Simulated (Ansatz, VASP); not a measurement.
## Li6In2BrN in VASP and in Ansatz

```
CELL_PARAMETERS angstrom
0.00000 4.37682 4.37682
4.37682 0.00000 4.37682
4.37682 4.37682 0.00000
ATOMIC_POSITIONS crystal
Br 0.00000 0.00000 0.00000
In 0.75000 0.75000 0.75000
In 0.25000 0.25000 0.25000
N 0.50000 0.50000 0.50000
Li 0.68340 0.31660 0.68340
Li 0.68340 0.31660 0.31660
Li 0.31660 0.68340 0.31660
Li 0.31660 0.68340 0.68340
Li 0.68340 0.68340 0.31660
Li 0.31660 0.31660 0.68340
```

Alike in both runs: task single point; functional r2SCAN; k mesh 7 × 7 × 7; no spin polarisation.

```csv
,VASP,Ansatz
version,VASP 6.6.1,Ansatz 0.2.0
potentials or method,"VASP PAW PBE potentials, release 64 (Br, In_d, N, Li_sv), cutoff 520 eV",PAW plane waves
occupations,"fermi-dirac, width 0.1 eV",fermi-dirac
valence electrons in the cell,56,56
```

```csv
,VASP,Ansatz,Ansatz less VASP
rms of the force components (eV/Å),2.161,1.971,-0.1897
```

VASP's potentials were made for PBE, not for r2SCAN. Atom by atom the forces differ by 0.190 eV/Å (rms over components).

Noted on VASP's run: the cutoff is short for stress, so the pressure is rough.
